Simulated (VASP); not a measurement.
# CdS: single point with PBE-based screened hybrid with 25 % exact exchange

CdS:

```
CELL_PARAMETERS angstrom
0.00000 2.75324 2.75324
2.75324 0.00000 2.75324
2.75324 2.75324 0.00000
ATOMIC_POSITIONS crystal
Cd 0.00000 0.00000 0.00000
S 0.50000 0.50000 0.50000
```

| Quantity | Value |
| --- | --- |
| Program | VASP 6.6.1 |
| Task | single point |
| Functional | PBE-based screened hybrid with 25 % exact exchange |
| Potentials or basis | VASP PAW PBE potentials, release 64 (Cd, S) |
| Cutoff | 520 eV |
| k mesh | 4 × 4 × 4 |
| Occupations | fermi-dirac, width 0.05 eV |
| Spin | no spin polarisation |
| Dipole correction | no |
| Grid for exact exchange (PRECFOCK) | Normal |
| Share of exact exchange | 0.25 |
| Further INCAR settings | ALGO = Normal; EDIFF = 1e-07; NBANDS = 16 |
| Screening parameter | 0.2 1/Å |

- Pressure: -1.5 GPa
- Band gap on the k mesh: 1.23 eV (least direct gap 2.57 eV)

Levels at points of the mesh, in eV from the valence-band top:
```csv
k point,band 6,band 7,band 8,band 9,band 10,band 11,band 12,band 13
"(0.00, 0.00, 0.00)",-8.82,-0.69,-0.69,-0.69,1.88,10.37,10.37,10.37
"(0.50, 0.00, 0.00)",-8.63,-5.15,0.00,0.00,4.48,7.04,7.04,8.24
"(0.50, 0.50, 0.00)",-7.83,-4.44,-2.18,-2.18,1.23,6.97,11.20,12.70
```

Wall time 16 min on 1 thread of Intel Xeon 8259CL, on a shared host, peak memory 0.27 GiB.

Caveat: the k points lie up to 0.49 Å⁻¹ apart; the PAW data sets were made with another functional, which shifts forces and pressure a little. A k mesh can miss the band edges.
